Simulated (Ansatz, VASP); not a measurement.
Two plane-wave programs on Cd5HgTe6

```
Cd Hg Te
1.0
     4.32031    0.00000    0.00000
     0.00000    4.32031    0.00000
     0.00000    0.00000   18.52553
Cd Hg Te
5 1 6
Direct
  0.00000 0.00000 0.66600
  0.50000 0.50000 0.83220
  0.50000 0.50000 0.16780
  0.00000 0.00000 0.33400
  0.50000 0.50000 0.50000
  0.00000 0.00000 0.00000
  0.00000 0.00000 0.82777
  0.50000 0.50000 0.00000
  0.00000 0.00000 0.17223
  0.50000 0.50000 0.33526
  0.00000 0.00000 0.50000
  0.50000 0.50000 0.66474
```

Alike in both runs: functional PBE; k mesh 10 × 10 × 2; occupations gaussian, width 0.1 eV; no spin polarisation.

Ansatz relaxed the structure, and its values are those at the end. VASP's run is a single point on that final structure, the one shown.

```csv
,VASP,Ansatz
version,VASP 6.6.1,Ansatz 0.2.0
potentials or method,"VASP PAW PBE potentials, release 64 (Cd, Hg, Te), cutoff 520 eV","scalar-relativistic, plane waves, PAW"
valence electrons in the cell,108,216
```

Ansatz gave:

| Item | Value |
| --- | --- |
| gap on the k mesh at the Fermi level (eV) | none |
| pressure (GPa) | 0.0 |

**Question.** Estimate VASP's values.

**Answer.** gap on the k mesh at the Fermi level (eV): none; pressure (GPa): 0.1.

A gap of «none» marks a metal or a gap that the smearing closes. With one functional, cell and mesh, what is left measures potentials, basis and numerics. VASP's potentials hold 108 valence electrons a cell and Ansatz's 216, so a difference there can come from the potentials and not from the codes.

Neither program's run includes spin-orbit coupling.
